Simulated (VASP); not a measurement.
Set up this calculation in VASP 6.6.1, as the native input.

```
Task                   : relaxation of cell and atoms
Functional             : PBE
Potentials or basis    : VASP PAW PBE potentials, release 64 (Ca_sv, O)
Cutoff                 : 600 eV
k mesh                 : 6 × 6 × 6
Occupations            : gaussian, width 0.1 eV
Spin                   : no spin polarisation
Dipole correction      : no
Further INCAR settings : ALGO = Normal; EDIFF = 1e-07; IBRION = 2; EDIFFG = -0.01; NSW = 100; ISIF = 3
```

The structure of Ca5O lies in POSCAR:

```
Ca5O
1.0
    6.7944086222      0.0000000000      0.0000000000
   -3.3972043111      5.8841304705      0.0000000000
    0.0000000000      0.0000000000      6.4839011916
Ca O
5 1
Direct
    0.5000000000      0.0000000000      0.5000000000
    0.5000000000      0.5000000000      0.5000000000
    0.0000000000      0.5000000000      0.5000000000
    0.3333333333      0.6666666667      0.0000000000
    0.6666666667      0.3333333333      0.0000000000
    0.0000000000      0.0000000000      0.0000000000
```

The cell was generated, and may not be a known phase.

The input as run:

INCAR

```
SYSTEM = Ca5O
PREC = Accurate
ENCUT = 600
EDIFF = 1E-7
ISMEAR = 0
SIGMA = 0.1
LREAL = .False.
LASPH = .True.
NELM = 100
ALGO = Normal
ISIF = 3
LWAVE = .False.
LCHARG = .False.
GGA = PE
IBRION = 2
NSW = 100
EDIFFG = -0.01
```

KPOINTS

```
Automatic mesh
0
Gamma
  6 6 6
  0 0 0
```

Potentials or basis: VASP PAW PBE potentials, release 64 (Ca_sv, O).

Command:

```console
$ cat potpaw_PBE.64/Ca_sv/POTCAR potpaw_PBE.64/O/POTCAR > POTCAR
$ mpirun -np 1 vasp_std > vasp.out
```

Results of the run:

```
Relaxed volume                        : 43.63 Å³/atom
Relaxed cell                          : a = 6.814 Å, b = 6.814 Å, c = 6.510 Å, α = 90.00°, β = 90.00°, γ = 120.00°
Space group after relaxing (to 0.1 Å) : P6/mmm (No. 191)
Energy gained by relaxing             : 0.2 meV/atom
Ionic steps                           : 3
Pressure after relaxing               : 0.0 GPa
Band gap on the k mesh                : zero (bands 28 and 29 overlap by 0.39 eV)
```

Caveat: semilocal functionals underestimate gaps, and a narrow one can read as zero.

Wall time 34 min on 1 thread of Intel(R) Xeon(R) Platinum 8375C CPU @ 2.90GHz (Ice Lake) (shared host), peak memory 0.56 GiB.
